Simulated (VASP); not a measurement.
Input of a VASP 6.6.1 run:

INCAR

```
SYSTEM = Mo
PREC     = Accurate       ! precision mode
ENCUT    = 520            ! plane-wave cutoff, eV
EDIFF    = 1E-6           ! SCF threshold, eV
ISMEAR   = 1              ! smearing method
SIGMA    = 0.1            ! smearing width, eV
LREAL    = .False.        ! projectors in reciprocal space
LASPH    = .True.         ! aspherical terms in the spheres
NELM     = 60             ! most SCF steps
ALGO     = Normal         ! electronic algorithm
ISIF     = 2              ! what is computed and relaxed
LWAVE    = .False.        ! write WAVECAR
LCHARG   = .False.        ! write CHGCAR
GGA      = CA             ! functional
NBANDS   = 28             ! bands
```

Contents of KPOINTS:

```
regular mesh
0
Gamma
  16 16 1
  0 0 0
```

The input POSCAR:

```
Mo
1.0
    2.6976691328      0.0000000000      0.0000000000
   -0.8992230443      2.5433868496      0.0000000000
    0.0000000000      0.0000000000     16.4052752468
Mo
3
Direct
    0.0000000000      0.0000000000      0.3657360154
    0.5000000000      0.5000000000      0.5000000000
    0.0000000000      0.0000000000      0.6342639846
```

Potentials or basis: VASP PAW LDA potentials, release 64 (Mo_sv).

Launch:

```sh
$ cat potpaw_LDA.64/Mo_sv/POTCAR > POTCAR
$ mpirun -np 1 vasp_std > vasp.out
```

Q: What does it give for the band gap on the k mesh?

A: Zero (bands 21 and 22 overlap by 2.10 eV).

Q: Estimate the largest force.

A: 0.662 eV/Å.

Forces on the atoms (eV/Å):
```
Mo   0.000  0.000  0.662
Mo   0.000  0.000  0.000
Mo   0.000  0.000 -0.662
```

Caveat: there is no dipole correction, which matters where the two faces differ.
